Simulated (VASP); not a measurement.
# ZnSe (I-4m2) in VASP: notebook, part 2 of 2

VASP 6.6.1. Earlier steps stand in the parts before.

**3. Single point, PBEsol (in-plane strain -0.005)**

Contents of INCAR:

```
PREC     = Accurate       # precision mode
ENCUT    = 520            # plane-wave cutoff, eV
EDIFF    = 1E-7           # SCF threshold, eV
ISMEAR   = 0              # smearing method
SIGMA    = 0.01           # smearing width, eV
LREAL    = F              # projectors in reciprocal space
LASPH    = T              # aspherical terms in the spheres
NELM     = 60             # most SCF steps
ALGO     = Normal         # electronic algorithm
ISIF     = 2              # what is computed and relaxed
LWAVE    = F              # write WAVECAR
LCHARG   = F              # write CHGCAR
GGA      = PS             # functional
NBANDS   = 16             # bands
```

Contents of KPOINTS:

```
regular mesh
0
Gamma
  8 8 8
```

Contents of POSCAR:

```
ZnSe
1.0
    2.8025095597      2.8025095597      0.0000000000
   -2.8025095597      2.8025095597      0.0000000000
    0.0000000000      2.8025095597      2.8250422999
Zn Se
1 1
Direct
    0.0000000000      0.0000000000      0.0000000000
    0.7500000000      0.2500000000      0.5000000000
```

Potentials or basis: VASP PAW PBE potentials, release 64 (Zn, Se).

Command:

```bash
$ cat potpaw_PBE.64/Zn/POTCAR potpaw_PBE.64/Se/POTCAR > POTCAR
$ mpirun -np 1 vasp_std > vasp.out
```

Wall time 39 s (1 thread of Intel Xeon Platinum 8488C (Sapphire Rapids), shared host); peak memory 0.19 GiB.

It converged, with:

```yaml
Free_energy: -6.7719 eV
Pressure: 0.8 GPa
Band_gap_on_the_k_mesh: 1.26 eV
```

Stress tensor (GPa, compression positive):
```
0.85 0.00 0.00
0.00 0.85 0.00
0.00 0.00 0.56
```

Levels at points of the mesh, in eV from the valence-band top:
| k point | band 6 | band 7 | band 8 | band 9 | band 10 | band 11 | band 12 | band 13 |
| --- | --- | --- | --- | --- | --- | --- | --- | --- |
| (0.00, 0.00, 0.00) | -6.27 | -0.03 | 0.00 | 0.00 | 1.26 | 5.71 | 5.71 | 5.71 |
| (0.50, 0.00, 0.00) | -6.10 | -5.46 | -0.95 | -0.90 | 2.48 | 6.26 | 6.32 | 8.46 |
| (0.50, 0.50, 0.00) | -6.08 | -4.89 | -2.33 | -2.32 | 2.76 | 3.33 | 10.81 | 11.29 |
| (0.00, 0.00, 0.50) | -6.09 | -4.94 | -2.28 | -2.28 | 2.79 | 3.41 | 10.73 | 11.34 |

Caveat: the cell differs from its parent crystal (in-plane strain -0.005); the PAW data sets were made with another functional, which shifts forces and pressure a little.

**4. Single point, PBEsol (in-plane strain +0.005, then relaxed in part)**

Contents of INCAR:

```
ALGO = Normal ; EDIFF = 1E-6
ENCUT = 520 ; GGA = PS
ISIF = 2 ; ISMEAR = 0
LASPH = True ; LCHARG = False
LREAL = False ; LWAVE = False
NBANDS = 16 ; NELM = 80
PREC = Accurate ; SIGMA = 0.01
```

Contents of KPOINTS:

```
k-points
0
Gamma
  8 8 8
```

Contents of POSCAR:

```
ZnSe
1.0
    2.8306754850      2.8306754850      0.0000000000
   -2.8306754850      2.8306754850      0.0000000000
    0.0000000000      2.8306754850      2.8000429139
Zn Se
1 1
Direct
    0.0000000000      0.0000000000      0.0000000000
    0.7500000000      0.2500000000      0.5000000000
```

Command:

```bash
$ cat potpaw_PBE.64/Zn/POTCAR potpaw_PBE.64/Se/POTCAR > POTCAR
$ mpirun -np 1 vasp_std > vasp.out
```

Wall time 36 s (1 thread of Intel Xeon Platinum 8488C (Sapphire Rapids), shared host); peak memory 0.19 GiB.

The run converged. Its results:

```
Free energy            : -6.7729 eV
Pressure               : 0.0 GPa
Band gap on the k mesh : 1.20 eV
```

Stress tensor (GPa, compression positive):
```
-0.12  0.00  0.00
 0.00 -0.12  0.00
 0.00  0.00  0.26
```

Levels at points of the mesh, in eV from the valence-band top:
```tsv
k point	band 6	band 7	band 8	band 9	band 10	band 11	band 12	band 13
(0.00, 0.00, 0.00)	-6.25	-0.04	-0.04	0.00	1.20	5.70	5.70	5.70
(0.50, 0.00, 0.00)	-6.09	-5.40	-0.96	-0.89	2.44	6.23	6.32	8.42
(0.50, 0.50, 0.00)	-6.07	-4.90	-2.28	-2.26	2.80	3.38	10.65	11.18
(0.00, 0.00, 0.50)	-6.06	-4.83	-2.33	-2.33	2.75	3.27	10.75	11.24
```

Caveat: the cell differs from its parent crystal (in-plane strain +0.005, then relaxed in part); the PAW data sets were made with another functional, which shifts forces and pressure a little.

**5. Single point, PBEsol (in-plane strain +0.005)**

Contents of INCAR:

```
SYSTEM = ZnSe
PREC = Accurate
ENCUT = 520
EDIFF = 1E-7
ISMEAR = 0
SIGMA = 0.01
LREAL = .False.
LASPH = .True.
NELM = 60
ALGO = Normal
ISIF = 2
LWAVE = .False.
LCHARG = .False.
GGA = PS
NBANDS = 16
```

Contents of KPOINTS:

```
Automatic mesh
0
Gamma
  8 8 8
  0 0 0
```

POSCAR, as its differences from that of step 4:

```diff
@@ -4,3 +4,3 @@
    -2.8306754850      2.8306754850      0.0000000000
-    0.0000000000      2.8306754850      2.8000429139
+    0.0000000000      2.8306754850      2.8081427448
 Zn Se
```

Potentials or basis: VASP PAW PBE potentials, release 64 (Zn, Se).

Command:

```bash
$ cat potpaw_PBE.64/Zn/POTCAR potpaw_PBE.64/Se/POTCAR > POTCAR
$ mpirun -np 1 vasp_std > vasp.out
```

OUTCAR:

```text
SYSTEM = ZnSe
   PREC = Accurate
   ENCUT = 520
   EDIFF = 1E-7
   ISMEAR = 0
   LREAL = .False.
   LASPH = .True.
   NELM = 60
   ISIF = 2
   GGA = PS

 ion  position               nearest neighbor table
   1  0.000  0.000  0.000-   2 2.44   2 2.44   2 2.44   2 2.44
   2  0.750  0.250  0.500-   1 2.44   1 2.44   1 2.44   1 2.44

  LATTYP: Found a body centered tetragonal cell.
 ALAT       =     4.0031796616
 C/A-ratio  =     1.4029561410

  Lattice vectors:

[... 645 lines left out ...]

  FORCE on cell =-STRESS in cart. coord.  units (eV):
  Direction    XX          YY          ZZ          XY          YZ          ZX
  --------------------------------------------------------------------------------------
  -------------------------------------------------------------------------------------
  Total       -0.0747363     -0.0747363      0.0048571      0.0000000      0.0000000      0.0000000
  in kB       -2.6608052     -2.6608052      0.1729238      0.0000000      0.0000000      0.0000000
  external PRESSURE =      -1.7162288 kB  Pullay stress =       0.0000000 kB

 VOLUME and BASIS-vectors are now :
 -----------------------------------------------------------------------------
  energy-cutoff  :      520.00
  volume of cell :       45.00
      direct lattice vectors                 reciprocal lattice vectors
     2.830675485  2.830675485  0.000000000     0.176636284  0.176636284 -0.178053627
    -2.830675485  2.830675485  0.000000000    -0.176636284  0.176636284 -0.178053627
     0.000000000  2.830675485  2.808142745     0.000000000  0.000000000  0.356107253

 POSITION                                       TOTAL-FORCE (eV/Angst)
 -----------------------------------------------------------------------------------
      0.00000      0.00000      0.00000         0.000000     -0.000000      0.000000
      1.41534      4.24601      1.40407        -0.000000      0.000000      0.000000
 -----------------------------------------------------------------------------------
    total drift:                               -0.000000      0.000000     -0.000000

  FREE ENERGIE OF THE ION-ELECTRON SYSTEM (eV)
  ---------------------------------------------------
  free  energy   TOTEN  =        -6.7730375986 eV

  energy  without entropy=       -6.7730375986  energy(sigma->0) =       -6.77303760
```

stdout:

```text
POSCAR found type information on POSCAR ZnSe
 POSCAR found :  2 types and       2 ions
 scaLAPACK will be used
 -----------------------------------------------------------------------------
|                                                                             |
|                                                                             |
|     You enforced a specific xc type in the INCAR file but a different       |
|     I HOPE YOU KNOW WHAT YOU ARE DOING!                                     |
|                                                                             |
 -----------------------------------------------------------------------------

 LDA part: xc-table for (Slater+PW92), standard interpolation
 POSCAR, INCAR and KPOINTS ok, starting setup
 FFT: planning ... GRIDC
 FFT: planning ... GRID_SOFT
 FFT: planning ... GRID
 WAVECAR not read
 entering main loop
```

It took 37 s on 1 thread of Intel Xeon Platinum 8488C (Sapphire Rapids), shared host; peak memory 0.19 GiB.

Results:

| Item | Value |
| --- | --- |
| Free energy | -6.7730 eV |
| Pressure | -0.2 GPa |
| Band gap on the k mesh | 1.20 eV |

Stress tensor (GPa, compression positive):
```
-0.27  0.00  0.00
 0.00 -0.27  0.00
 0.00  0.00  0.02
```

Caveat: the cell differs from its parent crystal (in-plane strain +0.005); the PAW data sets were made with another functional, which shifts forces and pressure a little.

**6. The runs side by side**

| cell | gap on the mesh (eV) | pressure (GPa) |
| --- | --- | --- |
| a = 3.963, b = 3.963, c = 3.985 Å, angles 60.2, 60.2, 90.0°, 2 atoms | 1.25 | 0.5 |
| a = 3.963, b = 3.963, c = 3.979 Å, angles 60.1, 60.1, 90.0°, 2 atoms | 1.26 | 0.8 |
| a = 4.003, b = 4.003, c = 3.982 Å, angles 59.8, 59.8, 90.0°, 2 atoms | 1.20 | 0.0 |
| a = 4.003, b = 4.003, c = 3.987 Å, angles 59.9, 59.9, 90.0°, 2 atoms | 1.20 | -0.2 |

Alike in all rows: task single point; level PBEsol; potentials or basis VASP PAW PBE potentials, release 64 (Zn, Se); no spin polarisation; k mesh 8 × 8 × 8; cutoff (eV) 520; smearing gaussian 0.01 eV.

Caveats: the PAW data sets were made with another functional, which shifts forces and pressure a little.

Total energies depend on the potentials used, so only differences within one code and one set of settings carry meaning.
